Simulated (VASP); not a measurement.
Here is a VASP 6.6.1 calculation.

The input POSCAR:

```
CdAu
1.0
    3.3200000000      0.0000000000      0.0000000000
    0.0000000000      3.3200000000      0.0000000000
    0.0000000000      0.0000000000      3.3200000000
Cd Au
1 1
Direct
    0.5000000000      0.5300000000      0.5000000000
    0.0000000000      0.0000000000      0.0000000000
```

INCAR.step1

```
PREC = Accurate
ENCUT = 520
ISMEAR = -1
SIGMA = 0.1
LREAL = F
LASPH = T
NELM = 60
NBANDS = 18
GGA = PE
ALGO = Normal
EDIFF = 1E-4
LWAVE = T
LCHARG = F
```

The input INCAR.step2:

```
PREC = Accurate
ENCUT = 520
EDIFF = 1E-7
ISMEAR = -1
SIGMA = 0.1
LREAL = F
LASPH = T
NELM = 60
ALGO = Normal
ISIF = 2
LWAVE = F
LCHARG = F
METAGGA = R2SCAN
LMIXTAU = T
NBANDS = 18
ISTART = 1
```

Contents of KPOINTS:

```
Automatic mesh
0
Gamma
  5 5 5
```

Potentials or basis: VASP PAW PBE potentials, release 64 (Cd, Au).

The run is started by

```bash
$ cat potpaw_PBE.64/Cd/POTCAR potpaw_PBE.64/Au/POTCAR > POTCAR
$ cp INCAR.step1 INCAR
$ mpirun -np 1 vasp_std > vasp.out
$ cp INCAR.step2 INCAR
$ mpirun -np 1 vasp_std > vasp.out
```

(1) Predict the pressure.

(2) Estimate the largest force.

## Answers

(1) 4.8 GPa.

(2) 0.431 eV/Å.

Caveat: the k points lie up to 0.38 Å⁻¹ apart; the PAW data sets were made with another functional, which shifts forces and pressure a little.
